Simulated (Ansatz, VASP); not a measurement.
# Zn in VASP and in Ansatz

The input INCAR:

```
PREC = Accurate
ENCUT = 520
EDIFF = 1E-7
ISMEAR = 0
SIGMA = 0.15
LREAL = F
LASPH = T
NELM = 100
ALGO = Fast
ISIF = 2
LWAVE = F
LCHARG = T
GGA = PE
LELF = T
LVHAR = T
NBANDS = 19
```

Contents of KPOINTS:

```
Automatic mesh
0
Gamma
  24 24 12
```

Contents of POSCAR:

```
Zn
1.0
    2.7399019826      0.0000000000      0.0000000000
   -1.3699509913      2.3728247208      0.0000000000
    0.0000000000      0.0000000000      4.6792271074
Zn
2
Direct
    0.3333333333      0.6666666667      0.2500000000
    0.6666666667      0.3333333333      0.7500000000
```

Input for Ansatz:

```yaml
crystal:
  lattice:
    - [2.7399019826, 0.0, 0.0]
    - [-1.3699509913, 2.3728247208, 0.0]
    - [0.0, 0.0, 4.6792271074]
  atoms:
    - { symbol: Zn, position: [0.3333333333, 0.6666666667, 0.25] }
    - { symbol: Zn, position: [0.6666666667, 0.3333333333, 0.75] }
basis:
  ecutwfc: 420
kpoints:
  mp_grid: { grid: [24, 24, 12] }
hamiltonian:
  xc: pbe
scf:
  occupations: { method: gaussian, width: 0.15 }
output:
  forces: true
  stress: true
  eigenvalues: true
```

Alike in both runs: task single point; functional PBE; k mesh 24 × 24 × 12; occupations gaussian, width 0.15 eV; no spin polarisation.

```csv
,VASP,Ansatz
version,VASP 6.6.1,Ansatz 0.2.0
potentials or method,"VASP PAW PBE potentials, release 64 (Zn), cutoff 520 eV","scalar-relativistic, plane waves, PAW"
valence electrons in the cell,24,24
```

|  | VASP | Ansatz | Ansatz less VASP |
| --- | --- | --- | --- |
| gap on the k mesh at the Fermi level (eV) | none | none | - |
| pressure (GPa) | -0.8 | -1.2 | -0.41 |
| traceless stress, the component that is largest in VASP (GPa) | 0.74 | 0.81 | +0.071 |

A gap of «none» marks a metal or a gap that the smearing closes.
